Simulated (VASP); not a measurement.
# V3MoSe8 (P-3m1) in VASP: single point with PBE

Aim: the single point of V3MoSe8 with PBE.

All numbers are computed with VASP 6.6.1; they aren't measurements. Logs are shortened: lines on timing, memory, paths and dates and some standing lists are left out, and cuts for length are marked.

## Step 1: The cell of the first run

It takes space group P-3m1 (No. 164, trigonal). The conventional cell has a = 3.560 Å, b = 3.560 Å, c = 26.032 Å, α = 90.00°, β = 90.00°, γ = 120.00°. Within 3.6 Å of V (site symmetry 3m) lie 6 Se at 2.62 Å and 6 V at 3.56 Å. Within 3.6 Å of V (site symmetry -3m) lie 6 Se at 2.62 Å and 6 V at 3.56 Å. Mo (site symmetry -3m) has 6 Se at 2.62 Å and 6 Mo at 3.56 Å within 3.6 Å. Se (site symmetry 3m) has 3 V at 2.62 Å and 6 Se at 3.56 Å within 3.6 Å. Se (site symmetry 3m) has 3 V at 2.62 Å and 6 Se at 3.56 Å within 3.6 Å. Within 3.6 Å of Se (site symmetry 3m) lie 3 V at 2.62 Å and 6 Se at 3.56 Å. Within 3.6 Å of Se (site symmetry 3m) lie 3 Mo at 2.62 Å and 6 Se at 3.56 Å.

## Step 2: Single point, PBE, collinear spin, ferromagnetic start

File INCAR:

```
SYSTEM = V3MoSe8
PREC = Accurate
ENCUT = 520
EDIFF = 1E-7
ISMEAR = 0
SIGMA = 0.1
LREAL = .FALSE.
LASPH = .TRUE.
NELM = 150
ALGO = Normal
ISIF = 2
LWAVE = .FALSE.
LCHARG = .FALSE.
ISPIN = 2
MAGMOM = 2 2 2 1 0 0 0 0 0 0 0 0
LORBIT = 11
LMAXMIX = 4
GGA = PE
NBANDS = 66
```

File KPOINTS:

```
Automatic mesh
0
G
  6 6 1
  0 0 0
```

File POSCAR:

```
V3MoSe8
1.0
    3.5595395100      0.0000000000      0.0000000000
   -1.7797697600      3.0826516400      0.0000000000
    0.0000000000      0.0000000000     26.0318506900
V Mo Se
3 1 8
Direct
    0.0000000000      0.0000000000      0.7500000000
    0.0000000000      0.0000000000      0.0000000000
    0.0000000000      0.0000000000      0.2500000000
    0.0000000000      0.0000000000      0.5000000000
    0.3333333300      0.6666666700      0.8125000000
    0.3333333300      0.6666666700      0.0625000000
    0.3333333300      0.6666666700      0.3125000000
    0.3333333300      0.6666666700      0.5625000000
    0.6666666700      0.3333333300      0.9375000000
    0.6666666700      0.3333333300      0.1875000000
    0.6666666700      0.3333333300      0.4375000000
    0.6666666700      0.3333333300      0.6875000000
```

Potentials or basis: VASP PAW PBE potentials, release 64 (V_sv, Mo_sv, Se).

On the command line:

```console
$ cat potpaw_PBE.64/V_sv/POTCAR potpaw_PBE.64/Mo_sv/POTCAR potpaw_PBE.64/Se/POTCAR > POTCAR
$ mpirun -np 1 vasp_std > vasp.out
```

OUTCAR:

```text
SYSTEM = V3MoSe8
   PREC = Accurate
   ENCUT = 520
   EDIFF = 1E-7
   ISMEAR = 0
   LREAL = .FALSE.
   LASPH = .TRUE.
   NELM = 150
   ISIF = 2
   ISPIN = 2
   LORBIT = 11
   GGA = PE

 ion  position               nearest neighbor table
   1  0.000  0.000  0.750-   5 2.62  12 2.62  12 2.62   5 2.62  12 2.62   5 2.62
   2  0.000  0.000  0.000-   6 2.62   9 2.62   9 2.62   6 2.62   9 2.62   6 2.62
   3  0.000  0.000  0.250-   7 2.62  10 2.62  10 2.62   7 2.62  10 2.62   7 2.62
   4  0.000  0.000  0.500-   8 2.62  11 2.62  11 2.62   8 2.62  11 2.62   8 2.62
   5  0.333  0.667  0.812-   1 2.62   1 2.62   1 2.62
   6  0.333  0.667  0.062-   2 2.62   2 2.62   2 2.62
   7  0.333  0.667  0.312-   3 2.62   3 2.62   3 2.62
   8  0.333  0.667  0.562-   4 2.62   4 2.62   4 2.62
   9  0.667  0.333  0.938-   2 2.62   2 2.62   2 2.62
  10  0.667  0.333  0.188-   3 2.62   3 2.62   3 2.62
  11  0.667  0.333  0.438-   4 2.62   4 2.62   4 2.62
  12  0.667  0.333  0.688-   1 2.62   1 2.62   1 2.62

  LATTYP: Found a hexagonal cell.
 ALAT       =     3.5595395100
 C/A-ratio  =     7.3132635884

  Lattice vectors:

 A1 = (   3.5595395100,   0.0000000000,   0.0000000000)
 A2 = (  -1.7797697600,   3.0826516400,   0.0000000000)
 A3 = (   0.0000000000,   0.0000000000,  26.0318506900)

Analysis of symmetry for initial positions (statically):
=====================================================================
 Subroutine PRICEL returns:
 Original cell was already a primitive cell.

 Routine SETGRP: Setting up the symmetry group for a
 hexagonal supercell.

 Subroutine GETGRP returns: Found 12 space group operations
 (whereof 12 operations were pure point group operations)
 out of a pool of 24 trial point group operations.

The static configuration has the point symmetry D_3d.

Analysis of symmetry for dynamics (positions and initial velocities):
=====================================================================
 Subroutine PRICEL returns:
 Original cell was already a primitive cell.

 Routine SETGRP: Setting up the symmetry group for a
 hexagonal supercell.

 Subroutine GETGRP returns: Found 12 space group operations
 (whereof 12 operations were pure point group operations)
 out of a pool of 24 trial point group operations.

The dynamic configuration has the point symmetry D_3d.

Analysis of structural, dynamic, and magnetic symmetry:
=====================================================================
 Subroutine PRICEL returns:
 Original cell was already a primitive cell.

 Routine SETGRP: Setting up the symmetry group for a
 hexagonal supercell.

 Subroutine GETGRP returns: Found 12 space group operations
 (whereof 12 operations were pure point group operations)
 out of a pool of 24 trial point group operations.

The overall configuration has the point symmetry D_3d.

 Subroutine INISYM returns: Found 12 space group operations
 (whereof 12 operations are pure point group operations),
 and found     1 'primitive' translations

----------------------------------------------------------------------------------------

                                     Primitive cell

  volume of cell :     285.6428

  direct lattice vectors                    reciprocal lattice vectors
     3.559539510  0.000000000  0.000000000     0.280935216  0.162198023  0.000000000
    -1.779769760  3.082651640  0.000000000     0.000000000  0.324396045  0.000000000
     0.000000000  0.000000000 26.031850690     0.000000000  0.000000000  0.038414480

  length of vectors
     3.559539510  3.559539511 26.031850690     0.324396045  0.324396045  0.038414480

  position of ions in fractional coordinates (direct lattice)
     0.000000000  0.000000000  0.750000000
     0.000000000  0.000000000  0.000000000
     0.000000000  0.000000000  0.250000000
     0.000000000  0.000000000  0.500000000
     0.333333330  0.666666670  0.812500000
     0.333333330  0.666666670  0.062500000
     0.333333330  0.666666670  0.312500000
     0.333333330  0.666666670  0.562500000
     0.666666670  0.333333330  0.937500000
     0.666666670  0.333333330  0.187500000
     0.666666670  0.333333330  0.437500000
     0.666666670  0.333333330  0.687500000

  ion indices of the primitive-cell ions
   primitive index   ion index
                 1           1
                 2           2
                 3           3
                 4           4
                 5           5
                 6           6
                 7           7
                 8           8
                 9           9
                10          10
                11          11
                12          12

----------------------------------------------------------------------------------------

 KPOINTS: Automatic mesh

Automatic generation of k-mesh.
 Grid dimensions read from file:
 generate k-points for:    6    6    1

 Generating k-lattice:

  Cartesian coordinates                     Fractional coordinates (reciprocal lattice)
     0.046822536  0.027033004  0.000000000     0.166666667 -0.000000000  0.000000000
     0.000000000  0.054066007  0.000000000     0.000000000  0.166666667  0.000000000
     0.000000000  0.000000000  0.038414480     0.000000000  0.000000000  1.000000000

  Length of vectors
     0.054066008  0.054066007  0.038414480

  Shift w.r.t. Gamma in fractional coordinates (k-lattice)
     0.000000000  0.000000000  0.000000000

 Subroutine IBZKPT returns following result:
 ===========================================

 Found      7 irreducible k-points:

 Following reciprocal coordinates:
            Coordinates               Weight
  0.000000  0.000000  0.000000      1.000000
  0.166667  0.000000  0.000000      6.000000
  0.333333  0.000000  0.000000      6.000000
  0.500000  0.000000  0.000000      3.000000
  0.166667  0.166667  0.000000      6.000000
  0.333333  0.166667  0.000000     12.000000
  0.333333  0.333333  0.000000      2.000000
   k-points           NKPTS =      7   k-points in BZ     NKDIM =      7   number of bands    NBANDS=     66
   number of dos      NEDOS =    301   number of ions     NIONS =     12
   total plane-waves  NPLWV = 153664
   dimension x,y,z NGX =    28 NGY =   28 NGZ =  196
   dimension x,y,z NGXF=    56 NGYF=   56 NGZF=  392
   ions per type =               3   1   8
   NGX,Y,Z   is equivalent  to a cutoff of  13.08, 13.08, 12.52 a.u.
   NGXF,Y,Z  is equivalent  to a cutoff of  26.15, 26.15, 25.03 a.u.
 SYSTEM =  V3MoSe8
   PREC   = accura    normal or accurate (medium, high low for compatibility)
   ISTART =      0    job   : 0-new  1-cont  2-samecut
   ICHARG =      2    charge: 1-file 2-atom 10-const
   ISPIN  =      2    spin polarized calculation?
   LNONCOLLINEAR =      F non collinear calculations
   LSORBIT =      F    spin-orbit coupling
   LASPH  =      T    aspherical Exc in radial PAW
   ENCUT  =  520.0 eV  38.22 Ry    6.18 a.u.   6.62  6.62 48.40*2*pi/ulx,y,z
   NELM   =    150;   NELMIN=  2; NELMDL= -5     # of ELM steps
   EDIFF  = 0.1E-06   stopping-criterion for ELM
   LREAL  =      F    real-space projection
   EDIFFG = 0.1E-05   stopping-criterion for IOM
   NSW    =      0    number of steps for IOM
   IBRION =     -1    ionic relax: 0-MD 1-quasi-New 2-CG
   NFREE  =      0    steps in history (QN), initial steepest desc. (CG)
   ISIF   =      2    stress and relaxation
   ISYM   =      2    0-nonsym 1-usesym 2-fastsym
   POTIM  = 0.5000    time-step for ionic-motion
   TEBEG  =    0.0;   TEEND  =   0.0 temperature during run
   PSTRESS=    0.0 pullay stress
   NELECT =     101.0000    total number of electrons
   NUPDOWN=      -1.0000    fix difference up-down
   EMIN   =  10.00;   EMAX   =-10.00  energy-range for DOS
   EFERMI =   0.00;   METHOD = LEGACY
   ISMEAR =     0;   SIGMA  =   0.10  broadening in eV -4-tet -1-fermi 0-gaus
   EFERMI_NEDOS =   21; number of points for ismear=-14 and -15
   IALGO  =     38    algorithm
   IMIX   =      4    mixing-type and parameters
     AMIX     =   0.40;   BMIX     =  1.00
     AMIX_MAG =   1.60;   BMIX_MAG =  1.00
  volume/ion in A,a.u.               =      23.80       160.63
  Fermi-wavevector in a.u.,A,eV,Ry     =   1.157642  2.187626 18.233636  1.340134
  Thomas-Fermi vector in A             =   2.294251
   LORBIT       =     11    0 simple, 1 ext, 2 COOP (PROOUT), +10 PAW based schemes
   GGA     = PE    functional components
   LHFCALC =     F    Hartree Fock is set to
   AEXX    =    0.0000 exact exchange contribution
   IVDW    =     0    specifies the selected vdW correction
   LEPSILON=     F    determine dielectric tensor
   LRPA    =     F    only Hartree local field effects (RPA)
 spin polarized calculation
 Gauss-broadening in eV      SIGMA  =   0.10
  energy-cutoff  :      520.00
  volume of cell :      285.64
 maximum number of plane-waves:      7777
 NGX is ok and might be reduce to    28
   NGX = 13   NGY = 13   NGZ = 97

 number of electron     101.0000013 magnetization       3.3522854

 Free energy of the ion-electron system (eV)
  ---------------------------------------------------
  ext. energy  EPLUGINS =         0.00000000
  ---------------------------------------------------
  free energy    TOTEN  =       -72.39767028 eV

  energy without entropy =      -72.36975561  energy(sigma->0) =      -72.38371295

 E-fermi :   3.9441     XC(G=0):  -9.6139

 val. band max:        3.9361386801   @ k =   0.5000   0.0000   0.0000
 cond. band min:       3.9609011618   @ k =   0.0000   0.0000   0.0000
 fundamental gap:      0.0247624818
 Fermi energy:         3.9441262877

 spin component 1

 k-point     1 :       0.0000    0.0000    0.0000
  band No.  band energies     occupation
      1     -61.4784      1.00000
      2     -61.4784      1.00000
      3     -61.4684      1.00000
      4     -57.6872      1.00000
      5     -35.2943      1.00000
      6     -35.2943      1.00000
[... 444 lines left out ...]
     61       5.5273      0.00000
     62       5.5273      0.00000
 Fermi energy:         3.9441262877

 spin component 2

 k-point     1 :       0.0000    0.0000    0.0000
  band No.  band energies     occupation
      1     -60.1013      1.00000
      2     -60.0940      1.00000
      3     -60.0940      1.00000
      4     -57.7006      1.00000
      5     -33.9485      1.00000
      6     -33.9485      1.00000
[... 444 lines left out ...]
     61       6.1114      0.00000
     62       6.1114      0.00000
 [bands above 62 left out]

------------------------ aborting loop because EDIFF is reached ----------------------------------------

  FORCE on cell =-STRESS in cart. coord.  units (eV):
  Direction    XX          YY          ZZ          XY          YZ          ZX
  --------------------------------------------------------------------------------------
  -------------------------------------------------------------------------------------
  Total      -14.6426093    -14.6426093    -13.0177172      0.0000000      0.0000000      0.0000000
  in kB      -82.1307417    -82.1307416    -73.0166834      0.0000001      0.0000000      0.0000000
  external PRESSURE =     -79.0927222 kB  Pullay stress =       0.0000000 kB

 VOLUME and BASIS-vectors are now :
 -----------------------------------------------------------------------------
  energy-cutoff  :      520.00
  volume of cell :      285.64
      direct lattice vectors                 reciprocal lattice vectors
     3.559539510  0.000000000  0.000000000     0.280935216  0.162198023  0.000000000
    -1.779769760  3.082651640  0.000000000     0.000000000  0.324396045  0.000000000
     0.000000000  0.000000000 26.031850690     0.000000000  0.000000000  0.038414480

 POSITION                                       TOTAL-FORCE (eV/Angst)
 -----------------------------------------------------------------------------------
      0.00000      0.00000     19.52389        -0.000000      0.000000      0.009722
      0.00000      0.00000      0.00000        -0.000000      0.000000      0.000000
      0.00000      0.00000      6.50796        -0.000000     -0.000000     -0.009722
      0.00000      0.00000     13.01593        -0.000000      0.000000      0.000000
     -0.00000      2.05510     21.15088         0.000000      0.000000     -1.234476
     -0.00000      2.05510      1.62699         0.000000      0.000000     -1.222310
     -0.00000      2.05510      8.13495        -0.000000      0.000000     -1.214370
     -0.00000      2.05510     14.64292        -0.000000     -0.000000     -0.486289
      1.77977      1.02755     24.40486         0.000000     -0.000000      1.222310
      1.77977      1.02755      4.88097        -0.000000     -0.000000      1.234476
      1.77977      1.02755     11.38893         0.000000      0.000000      0.486289
      1.77977      1.02755     17.89690        -0.000000     -0.000000      1.214370
 -----------------------------------------------------------------------------------
    total drift:                               -0.000000     -0.000000      0.000000

  FREE ENERGIE OF THE ION-ELECTRON SYSTEM (eV)
  ---------------------------------------------------
  free  energy   TOTEN  =       -72.3976702794 eV

  energy  without entropy=      -72.3697556109  energy(sigma->0) =      -72.38371295

 total charge

# of ion       s       p       d       tot
------------------------------------------
    1        2.211   6.152   2.890  11.253
    2        2.211   6.153   2.887  11.251
    3        2.211   6.152   2.890  11.253
    4        2.258   6.143   3.752  12.153
    5        1.479   2.265   0.030   3.775
    6        1.479   2.266   0.030   3.775
    7        1.478   2.271   0.030   3.778
    8        1.479   2.269   0.048   3.796
    9        1.479   2.266   0.030   3.775
   10        1.479   2.265   0.030   3.775
   11        1.479   2.269   0.048   3.796
   12        1.478   2.271   0.030   3.778
--------------------------------------------------
tot         20.724  42.741  12.695  76.160

 magnetization (x)

# of ion       s       p       d       tot
------------------------------------------
    1        0.019   0.009   1.335   1.362
    2        0.018   0.008   1.318   1.344
    3        0.019   0.009   1.335   1.362
    4       -0.001  -0.000  -0.020  -0.021
    5       -0.003  -0.142   0.005  -0.140
    6       -0.003  -0.142   0.005  -0.140
    7       -0.003  -0.140   0.005  -0.138
    8       -0.000  -0.002  -0.000  -0.002
    9       -0.003  -0.142   0.005  -0.140
   10       -0.003  -0.142   0.005  -0.140
   11       -0.000  -0.002  -0.000  -0.002
   12       -0.003  -0.140   0.005  -0.138
--------------------------------------------------
tot          0.037  -0.827   3.995   3.205
```

Run time: 19 min. Hardware: 1 thread of Intel Xeon 8259CL, shared host; peak memory 0.64 GiB.

Results:

* Free energy: -72.3977 eV
* Pressure: -7.9 GPa
* Largest force: 1.234 eV/Å
* Net moment: 3.35 μB per cell
* Site moments: V +1.36, +1.34 (each value once); Mo -0.02; Se -0.14, -0.00 (each value once) μB
* Valence electrons inside the program's atomic spheres: V 11.25; Mo 12.15; Se 3.77, 3.78, 3.80 (each value once)

Forces in eV/Å, atoms in the order of the input:
```
V    0.000  0.000  0.010
V    0.000  0.000  0.000
V    0.000  0.000 -0.010
Mo   0.000  0.000  0.000
Se   0.000  0.000 -1.234
Se   0.000  0.000 -1.222
Se   0.000  0.000 -1.214
Se   0.000  0.000 -0.486
Se   0.000  0.000  1.222
Se   0.000  0.000  1.234
Se   0.000  0.000  0.486
Se   0.000  0.000  1.214
```

Stress tensor (GPa, compression positive):
```
-8.21  0.00  0.00
 0.00 -8.21  0.00
 0.00  0.00 -7.30
```

Caveat: the cell stands under tension; this functional lacks dispersion, which binds layers or chains, so the pressure and a relaxed spacing across them are unreliable; forces of over 1 eV/Å act on the atoms, so gaps and moduli don't describe the material at rest.
